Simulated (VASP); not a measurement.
# SnPb2O3 (P6/mmm) in VASP: further runs

SnPb2O3 is run at these levels: PBE; tasks: single point, relaxation of cell and atoms.

All numbers are computed with VASP 6.6.1; they aren't measurements. Logs are shortened: lines on timing, memory, paths and dates and some standing lists are left out, and cuts for length are marked.

## (1) The cell of the first run

Symmetry: P6/mmm, No. 191, hexagonal system. Conventional cell: a = 5.855 Å, b = 5.855 Å, c = 3.807 Å, α = 90.00°, β = 90.00°, γ = 120.00°. Sn (site symmetry 6/mmm) has 6 Pb at 3.38 Å and 12 O at 3.49 Å and 2 Sn at 3.81 Å within 4.4 Å. Pb (site symmetry -6m2) has 6 O at 2.55 Å and 3 Sn at 3.38 Å and 3 Pb at 3.38 Å within 3.4 Å. O (site symmetry mmm) has 4 Pb at 2.55 Å and 4 O at 2.93 Å and 4 Sn at 3.49 Å within 3.5 Å.

The cell was built from a structure type or drawn by symmetry, and may not be a known phase.

## (2) Single point, PBE

Contents of INCAR:

```
SYSTEM = SnPb2O3
PREC     = Accurate       ! precision mode
ENCUT    = 520            ! plane-wave cutoff, eV
EDIFF    = 1E-6           ! SCF threshold, eV
ISMEAR   = 0              ! smearing method
SIGMA    = 0.1            ! smearing width, eV
LREAL    = .False.        ! projectors in reciprocal space
LASPH    = .True.         ! aspherical terms in the spheres
NELM     = 80             ! most SCF steps
ALGO     = Normal         ! electronic algorithm
ISIF     = 2              ! what is computed and relaxed
LWAVE    = .False.        ! write WAVECAR
LCHARG   = .False.        ! write CHGCAR
GGA      = PE             ! functional
NBANDS   = 39             ! bands
```

Contents of KPOINTS:

```
Automatic mesh
0
Gamma
  3 3 4
  0 0 0
```

Contents of POSCAR:

```
SnPb2O3
1.0
    5.8548143800      0.0000000000      0.0000000000
   -2.9274071900      5.0704179900      0.0000000000
    0.0000000000      0.0000000000      3.8069503900
Sn Pb O
1 2 3
Direct
    0.0000000000      0.0000000000      0.0000000000
    0.6666666700      0.3333333300      0.0000000000
    0.3333333300      0.6666666700      0.0000000000
    0.5000000000      0.0000000000      0.5000000000
    0.0000000000      0.5000000000      0.5000000000
    0.5000000000      0.5000000000      0.5000000000
```

Potentials or basis: VASP PAW PBE potentials, release 64 (Sn_d, Pb_d, O).

Launch:

```
> cat potpaw_PBE.64/Sn_d/POTCAR potpaw_PBE.64/Pb_d/POTCAR potpaw_PBE.64/O/POTCAR > POTCAR
> mpirun -np 1 vasp_std > vasp.out
```

OUTCAR:

```text
SYSTEM = SnPb2O3
   PREC = Accurate
   ENCUT = 520
   EDIFF = 1E-6
   ISMEAR = 0
   LREAL = .False.
   LASPH = .True.
   NELM = 80
   ISIF = 2
   GGA = PE

 ion  position               nearest neighbor table
   1  0.000  0.000  0.000-   2 3.38   3 3.38   2 3.38   3 3.38   2 3.38   3 3.38
   2  0.667  0.333  0.000-   5 2.55   5 2.55   4 2.55   4 2.55   6 2.55   6 2.55   1 3.38   3 3.38
                             3 3.38   1 3.38   1 3.38   3 3.38
   3  0.333  0.667  0.000-   5 2.55   5 2.55   4 2.55   4 2.55   6 2.55   6 2.55   1 3.38   2 3.38
                             2 3.38   1 3.38   1 3.38   2 3.38
   4  0.500  0.000  0.500-   2 2.55   3 2.55   2 2.55   3 2.55
   5  0.000  0.500  0.500-   2 2.55   3 2.55   2 2.55   3 2.55
   6  0.500  0.500  0.500-   2 2.55   3 2.55   2 2.55   3 2.55

  LATTYP: Found a hexagonal cell.
 ALAT       =     5.8548143800
 C/A-ratio  =     0.6502256336

  Lattice vectors:

 A1 = (   5.8548143800,   0.0000000000,   0.0000000000)
 A2 = (  -2.9274071900,   5.0704179900,   0.0000000000)
 A3 = (   0.0000000000,   0.0000000000,   3.8069503900)

Analysis of symmetry for initial positions (statically):
=====================================================================
 Subroutine PRICEL returns:
 Original cell was already a primitive cell.

 Routine SETGRP: Setting up the symmetry group for a
 hexagonal supercell.

 Subroutine GETGRP returns: Found 24 space group operations
 (whereof 24 operations were pure point group operations)
 out of a pool of 24 trial point group operations.

The static configuration has the point symmetry D_6h.

Analysis of symmetry for dynamics (positions and initial velocities):
=====================================================================
 Subroutine PRICEL returns:
 Original cell was already a primitive cell.

 Routine SETGRP: Setting up the symmetry group for a
 hexagonal supercell.

 Subroutine GETGRP returns: Found 24 space group operations
 (whereof 24 operations were pure point group operations)
 out of a pool of 24 trial point group operations.

The dynamic configuration has the point symmetry D_6h.

 Subroutine INISYM returns: Found 24 space group operations
 (whereof 24 operations are pure point group operations),
 and found     1 'primitive' translations

----------------------------------------------------------------------------------------

                                     Primitive cell

  volume of cell :     113.0145

  direct lattice vectors                    reciprocal lattice vectors
     5.854814380  0.000000000  0.000000000     0.170799608  0.098611200  0.000000000
    -2.927407190  5.070417990  0.000000000     0.000000000  0.197222399  0.000000000
     0.000000000  0.000000000  3.806950390     0.000000000  0.000000000  0.262677445

  length of vectors
     5.854814380  5.854814382  3.806950390     0.197222399  0.197222399  0.262677445

  position of ions in fractional coordinates (direct lattice)
     0.000000000  0.000000000  0.000000000
     0.666666670  0.333333330  0.000000000
     0.333333330  0.666666670  0.000000000
     0.500000000  0.000000000  0.500000000
     0.000000000  0.500000000  0.500000000
     0.500000000  0.500000000  0.500000000

  ion indices of the primitive-cell ions
   primitive index   ion index
                 1           1
                 2           2
                 3           3
                 4           4
                 5           5
                 6           6

----------------------------------------------------------------------------------------

 KPOINTS: Automatic mesh

Automatic generation of k-mesh.
 Grid dimensions read from file:
 generate k-points for:    3    3    4

 Generating k-lattice:

  Cartesian coordinates                     Fractional coordinates (reciprocal lattice)
     0.056933203  0.032870400  0.000000000     0.333333333 -0.000000000  0.000000000
     0.000000000  0.065740800  0.000000000     0.000000000  0.333333333  0.000000000
     0.000000000  0.000000000  0.065669361     0.000000000  0.000000000  0.250000000

  Length of vectors
     0.065740800  0.065740800  0.065669361

  Shift w.r.t. Gamma in fractional coordinates (k-lattice)
     0.000000000  0.000000000  0.000000000

 Subroutine IBZKPT returns following result:
 ===========================================

 Found      9 irreducible k-points:

 Following reciprocal coordinates:
            Coordinates               Weight
  0.000000  0.000000  0.000000      1.000000
  0.333333  0.000000  0.000000      6.000000
  0.333333  0.333333  0.000000      2.000000
  0.000000  0.000000  0.250000      2.000000
  0.333333  0.000000  0.250000     12.000000
  0.333333  0.333333  0.250000      4.000000
  0.000000  0.000000  0.500000      1.000000
  0.333333  0.000000  0.500000      6.000000
  0.333333  0.333333  0.500000      2.000000
   k-points           NKPTS =      9   k-points in BZ     NKDIM =      9   number of bands    NBANDS=     39
[... 67 lines left out ...]

 val. band max:        5.4727190597   @ k =   0.3333   0.3333   0.2500
 cond. band min:       5.6933600983   @ k =   0.3333   0.0000   0.5000
 fundamental gap:      0.2206410386
 Fermi energy:         5.6781190583

 k-point     1 :       0.0000    0.0000    0.0000
  band No.  band energies     occupation
      1     -16.8338      2.00000
      2     -16.7829      2.00000
      3     -16.7829      2.00000
      4     -16.7775      2.00000
      5     -16.7775      2.00000
      6     -11.6579      2.00000
[... 31 lines left out ...]
     38      14.3941      0.00000
     39      14.3941      0.00000

 k-point     2 :       0.3333    0.0000    0.0000
  band No.  band energies     occupation
      1     -16.8334      2.00000
      2     -16.7837      2.00000
      3     -16.7829      2.00000
      4     -16.7776      2.00000
      5     -16.7776      2.00000
      6     -11.5133      2.00000
[... 31 lines left out ...]
     38      12.4387      0.00000
     39      13.9870      0.00000

 k-point     3 :       0.3333    0.3333    0.0000
  band No.  band energies     occupation
      1     -16.8332      2.00000
      2     -16.7835      2.00000
      3     -16.7835      2.00000
      4     -16.7776      2.00000
      5     -16.7776      2.00000
      6     -11.3287      2.00000
[... 31 lines left out ...]
     38      13.2108      0.00000
     39      13.2108      0.00000

 k-point     4 :       0.0000    0.0000    0.2500
  band No.  band energies     occupation
      1     -16.8148      2.00000
      2     -16.7830      2.00000
      3     -16.7829      2.00000
      4     -16.7823      2.00000
      5     -16.7823      2.00000
      6     -11.4180      2.00000
[... 31 lines left out ...]
     38      13.7529      0.00000
     39      13.7529      0.00000

 k-point     5 :       0.3333    0.0000    0.2500
  band No.  band energies     occupation
      1     -16.8143      2.00000
      2     -16.7832      2.00000
      3     -16.7831      2.00000
      4     -16.7830      2.00000
      5     -16.7824      2.00000
      6     -11.3679      2.00000
[... 31 lines left out ...]
     38      12.5791      0.00000
     39      13.4104      0.00000

 k-point     6 :       0.3333    0.3333    0.2500
  band No.  band energies     occupation
      1     -16.8141      2.00000
      2     -16.7832      2.00000
      3     -16.7832      2.00000
      4     -16.7829      2.00000
      5     -16.7829      2.00000
      6     -11.3206      2.00000
[... 31 lines left out ...]
     38      12.6261      0.00000
     39      12.6261      0.00000

 k-point     7 :       0.0000    0.0000    0.5000
  band No.  band energies     occupation
      1     -16.7957      2.00000
      2     -16.7884      2.00000
      3     -16.7884      2.00000
      4     -16.7816      2.00000
      5     -16.7816      2.00000
      6     -11.4402      2.00000
[... 31 lines left out ...]
     38      13.9039      0.00000
     39      14.3673      0.00000

 k-point     8 :       0.3333    0.0000    0.5000
  band No.  band energies     occupation
      1     -16.7953      2.00000
      2     -16.7887      2.00000
      3     -16.7885      2.00000
      4     -16.7824      2.00000
      5     -16.7818      2.00000
      6     -11.4463      2.00000
[... 31 lines left out ...]
     38      12.7046      0.00000
     39      13.3211      0.00000

 k-point     9 :       0.3333    0.3333    0.5000
  band No.  band energies     occupation
      1     -16.7951      2.00000
      2     -16.7888      2.00000
      3     -16.7888      2.00000
      4     -16.7823      2.00000
      5     -16.7823      2.00000
      6     -11.4554      2.00000
[... 31 lines left out ...]
     38      11.9721      0.00000
     39      11.9721      0.00000

------------------------ aborting loop because EDIFF is reached ----------------------------------------

  FORCE on cell =-STRESS in cart. coord.  units (eV):
  Direction    XX          YY          ZZ          XY          YZ          ZX
  --------------------------------------------------------------------------------------
  -------------------------------------------------------------------------------------
  Total        4.2359497      4.2359497    -14.4858060      0.0000000     -0.0000000      0.0000000
  in kB       60.0519709     60.0519709   -205.3615515      0.0000000     -0.0000000      0.0000000
  external PRESSURE =     -28.4192032 kB  Pullay stress =       0.0000000 kB

 VOLUME and BASIS-vectors are now :
 -----------------------------------------------------------------------------
  energy-cutoff  :      520.00
  volume of cell :      113.01
      direct lattice vectors                 reciprocal lattice vectors
     5.854814380  0.000000000  0.000000000     0.170799608  0.098611200  0.000000000
    -2.927407190  5.070417990  0.000000000     0.000000000  0.197222399  0.000000000
     0.000000000  0.000000000  3.806950390     0.000000000  0.000000000  0.262677445

 POSITION                                       TOTAL-FORCE (eV/Angst)
 -----------------------------------------------------------------------------------
      0.00000      0.00000      0.00000         0.000000     -0.000000      0.000000
      2.92741      1.69014      0.00000        -0.000000      0.000000      0.000000
     -0.00000      3.38028      0.00000        -0.000000     -0.000000     -0.000000
      2.92741      0.00000      1.90348         0.000000     -0.000000      0.000000
     -1.46370      2.53521      1.90348         0.000000     -0.000000      0.000000
      1.46370      2.53521      1.90348         0.000000     -0.000000      0.000000
 -----------------------------------------------------------------------------------
    total drift:                               -0.000000      0.000000     -0.000000

  FREE ENERGIE OF THE ION-ELECTRON SYSTEM (eV)
  ---------------------------------------------------
  free  energy   TOTEN  =       -26.8878316380 eV

  energy  without entropy=      -26.8643503019  energy(sigma->0) =      -26.87609097
```

Wall time 29 s (1 thread of Intel Xeon 6975P-C (Granite Rapids), shared host); peak memory 0.25 GiB.

What came out:

```yaml
Free_energy: -26.8878 eV
Pressure: -2.8 GPa
Band_gap_on_the_k_mesh: zero (bands 30 and 31 overlap by 0.97 eV)
```

Caveat: the k points lie up to 0.41 Å⁻¹ apart, too coarse for converged energies and pressures of a metal; spin-orbit coupling is left out, which moves the levels of the heavy elements.

## (3) Single point, PBE

This run uses another cell than the first one, of 19.00 Å³/atom.

Contents of INCAR:

```
PREC     = Accurate       # precision mode
ENCUT    = 520            # plane-wave cutoff, eV
EDIFF    = 1E-6           # SCF threshold, eV
ISMEAR   = 0              # smearing method
SIGMA    = 0.1            # smearing width, eV
LREAL    = F              # projectors in reciprocal space
LASPH    = T              # aspherical terms in the spheres
NELM     = 80             # most SCF steps
ALGO     = Normal         # electronic algorithm
ISIF     = 2              # what is computed and relaxed
LWAVE    = F              # write WAVECAR
LCHARG   = F              # write CHGCAR
GGA      = PE             # functional
NBANDS   = 39             # bands
```

Contents of KPOINTS:

```
Automatic mesh
0
Gamma
  6 6 10
```

Contents of POSCAR:

```
SnPb2O3
1.0
    6.3691460659      0.0000000000      0.0000000000
   -3.1845730329      5.5158422934      0.0000000000
    0.0000000000      0.0000000000      3.2456500171
Sn Pb O
1 2 3
Direct
    0.0000000000      0.0000000000      0.0000000000
    0.6666666667      0.3333333333      0.0000000000
    0.3333333333      0.6666666667      0.0000000000
    0.5000000000      0.0000000000      0.5000000000
    0.0000000000      0.5000000000      0.5000000000
    0.5000000000      0.5000000000      0.5000000000
```

Potentials or basis: VASP PAW PBE potentials, release 64 (Sn_d, Pb_d, O).

Launch:

```
> cat potpaw_PBE.64/Sn_d/POTCAR potpaw_PBE.64/Pb_d/POTCAR potpaw_PBE.64/O/POTCAR > POTCAR
> mpirun -np 1 vasp_std > vasp.out
```

It took 80 s on 1 thread of Intel Xeon 6975P-C (Granite Rapids), shared host; peak memory 0.33 GiB.

The run converged. Its results:

| Item | Value |
| --- | --- |
| Free energy | -28.5692 eV |
| Pressure | 0.0 GPa |
| Band gap on the k mesh | zero (bands 30 and 31 overlap by 1.82 eV) |

Levels at points of the mesh, in eV from the Fermi level:
```
           k point  band 26  band 27  band 28  band 29  band 30  band 31  band 32  band 33  band 34  band 35
(0.00, 0.00, 0.00)    -2.27    -1.84    -1.84    -1.74     0.76     0.76     1.39     1.86     1.86     5.85
(0.50, 0.00, 0.00)    -2.21    -2.13    -1.89    -1.84    -0.18     0.09     0.20     4.27     4.37     5.35
(0.00, 0.00, 0.50)    -2.65    -2.44    -1.76    -1.76    -1.46     0.00     0.00     1.27     2.30     5.61
(0.50, 0.00, 0.50)    -2.20    -2.08    -1.90    -1.65    -1.14    -0.36     0.78     1.56     3.99     4.19
```

Caveat: spin-orbit coupling is left out, which moves the levels of the heavy elements.

## (4) Relaxation of cell and atoms, PBE

Contents of INCAR:

```
SYSTEM = SnPb2O3
ALGO     = Normal         ! electronic algorithm
EDIFF    = 1E-7           ! SCF threshold, eV
EDIFFG   = -0.01          ! ionic threshold
ENCUT    = 600            ! plane-wave cutoff, eV
GGA      = PE             ! functional
IBRION   = 2              ! ionic algorithm
ISIF     = 3              ! what is computed and relaxed
ISMEAR   = 0              ! smearing method
LASPH    = .TRUE.         ! aspherical terms in the spheres
LCHARG   = .FALSE.        ! write CHGCAR
LREAL    = .FALSE.        ! projectors in reciprocal space
LWAVE    = .FALSE.        ! write WAVECAR
NELM     = 100            ! most SCF steps
NSW      = 100            ! ionic steps
PREC     = Accurate       ! precision mode
SIGMA    = 0.1            ! smearing width, eV
```

Contents of KPOINTS:

```
k-points
0
G
  6 6 10
  0 0 0
```

Contents of POSCAR:

```
SnPb2O3
1.0
    5.8548143800      0.0000000000      0.0000000000
   -2.9274071900      5.0704179900      0.0000000000
    0.0000000000      0.0000000000      3.8069503900
Sn Pb O
1 2 3
Direct
    0.0000000000      0.0000000000      0.0000000000
    0.6666666700      0.3333333300      0.0000000000
    0.3333333300      0.6666666700      0.0000000000
    0.5000000000      0.0000000000      0.5000000000
    0.0000000000      0.5000000000      0.5000000000
    0.5000000000      0.5000000000      0.5000000000
```

Launch:

```
> cat potpaw_PBE.64/Sn_d/POTCAR potpaw_PBE.64/Pb_d/POTCAR potpaw_PBE.64/O/POTCAR > POTCAR
> mpirun -np 1 vasp_std > vasp.out
```

Run time: 9.8 min. Hardware: 1 thread of Intel Xeon 6975P-C (Granite Rapids), shared host; peak memory 0.39 GiB.

The run converged. Its results:

| Item | Value |
| --- | --- |
| Free energy | -28.5713 eV |
| Relaxed volume | 18.99 Å³/atom |
| Relaxed cell | a = 6.366 Å, b = 6.366 Å, c = 3.246 Å, α = 90.00°, β = 90.00°, γ = 120.00° |
| Space group after relaxing (to 0.1 Å) | P6/mmm (No. 191) |
| Energy gained by relaxing | 280.9 meV/atom |
| Ionic steps | 9 |
| Pressure after relaxing | 0.0 GPa |
| Band gap on the k mesh | zero (bands 30 and 31 overlap by 1.82 eV) |

Step by step:
| step | energy change (eV) | largest force (eV/Å) | pressure (GPa) | volume (Å³) |
| --- | --- | --- | --- | --- |
| 1 | 0.0000 | 0.0000 | -2.95 | 113.01 |
| 2 | -1.4138 | 0.0000 | 3.34 | 106.56 |
| 3 | -1.4872 | 0.0000 | 6.13 | 104.70 |
| 4 | -1.6841 | 0.0000 | -0.20 | 114.43 |
| 5 | -1.6849 | 0.0000 | 0.14 | 113.79 |
| 6 | -1.6849 | 0.0000 | 0.04 | 113.98 |
| 7 | -1.6851 | 0.0000 | -0.09 | 114.09 |
| 8 | -1.6851 | 0.0000 | -0.09 | 114.10 |
| 9 | -1.6852 | 0.0000 | 0.00 | 113.93 |

Final structure:
```cif
data_structure
_symmetry_space_group_name_H-M 'P 1'
_symmetry_Int_Tables_number 1
_cell_length_a 6.3658
_cell_length_b 6.3658
_cell_length_c 3.2465
_cell_angle_alpha 90.000
_cell_angle_beta 90.000
_cell_angle_gamma 120.000
_cell_volume 113.93
loop_
_atom_site_label
_atom_site_type_symbol
_atom_site_fract_x
_atom_site_fract_y
_atom_site_fract_z
_atom_site_occupancy
Sn1 Sn 0.00000 0.00000 0.00000 1
Pb1 Pb 0.66667 0.33333 0.00000 1
Pb2 Pb 0.33333 0.66667 0.00000 1
O1 O 0.50000 0.00000 0.50000 1
O2 O 0.00000 0.50000 0.50000 1
O3 O 0.50000 0.50000 0.50000 1
```

Levels at points of the mesh, in eV from the Fermi level:
```csv
k point,band 26,band 27,band 28,band 29,band 30,band 31,band 32,band 33,band 34,band 35
"(0.00, 0.00, 0.00)",-2.27,-1.84,-1.84,-1.74,0.77,0.77,1.39,1.86,1.86,5.84
"(0.50, 0.00, 0.00)",-2.22,-2.13,-1.89,-1.84,-0.18,0.10,0.20,4.27,4.37,5.37
"(0.00, 0.00, 0.50)",-2.65,-2.44,-1.76,-1.76,-1.46,0.00,0.00,1.27,2.31,5.61
"(0.50, 0.00, 0.50)",-2.20,-2.08,-1.90,-1.65,-1.14,-0.36,0.78,1.56,4.00,4.19
```

Caveat: spin-orbit coupling is left out, which moves the levels of the heavy elements.

## (5) Overview

| task | cell | k mesh | cutoff (eV) | gap on the mesh (eV) | pressure (GPa) |
| --- | --- | --- | --- | --- | --- |
| single point | a = 5.855, b = 5.855, c = 3.807 Å, angles 90.0, 90.0, 120.0°, 6 atoms | 3 × 3 × 4 | 520 | none | -2.8 |
| single point | a = 6.369, b = 6.369, c = 3.246 Å, angles 90.0, 90.0, 120.0°, 6 atoms | 6 × 6 × 10 | 520 | none | 0.0 |
| relaxation of cell and atoms | relaxed from a = 5.855, b = 5.855, c = 3.807 Å, angles 90.0, 90.0, 120.0°, 6 atoms | 6 × 6 × 10 | 600 | none | 0.0 |

Alike in all rows: level PBE; potentials or basis VASP PAW PBE potentials, release 64 (Sn_d, Pb_d, O); no spin polarisation; smearing gaussian 0.1 eV.

Caveats: some runs use coarse meshes; spin-orbit coupling is left out, which moves the levels of the heavy elements.

Total energies depend on the potentials used, so only differences within one code and one set of settings carry meaning.
